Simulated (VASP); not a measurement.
A run of VASP 6.6.1:

File INCAR:

```
PREC     = Accurate       # precision mode
ENCUT    = 520            # plane-wave cutoff, eV
EDIFF    = 1E-6           # SCF threshold, eV
ISMEAR   = -1             # smearing method
SIGMA    = 0.1            # smearing width, eV
LREAL    = False          # projectors in reciprocal space
LASPH    = True           # aspherical terms in the spheres
NELM     = 100            # most SCF steps
ALGO     = Normal         # electronic algorithm
ISIF     = 2              # what is computed and relaxed
LWAVE    = False          # write WAVECAR
LCHARG   = False          # write CHGCAR
GGA      = PE             # functional
NBANDS   = 18             # bands
```

The input KPOINTS:

```
regular mesh
0
Gamma
  15 15 15
```

The input POSCAR:

```
Ag
1.0
   -2.1034850772      2.1034850772      1.1161475825
    2.1034850772     -2.1034850772      1.1161475825
    2.1034850772      2.1034850772     -1.1161475825
Ag
2
Direct
   -0.3750000000     -0.1250000000     -0.2500000000
    0.3750000000      0.1250000000      0.2500000000
```

Potentials or basis: VASP PAW PBE potentials, release 64 (Ag).

Launch:

```bash
$ cat potpaw_PBE.64/Ag/POTCAR > POTCAR
$ mpirun -np 1 vasp_std > vasp.out
```

Hardware: 1 thread of Intel Xeon 8259CL, on a shared host.

Problem. How long does it take, and how much memory?

Solution. It took 94 s on 1 thread of Intel Xeon 8259CL, with other jobs on the host, peak memory 0.21 GiB. Counts: scf iterations 11, k points 288.
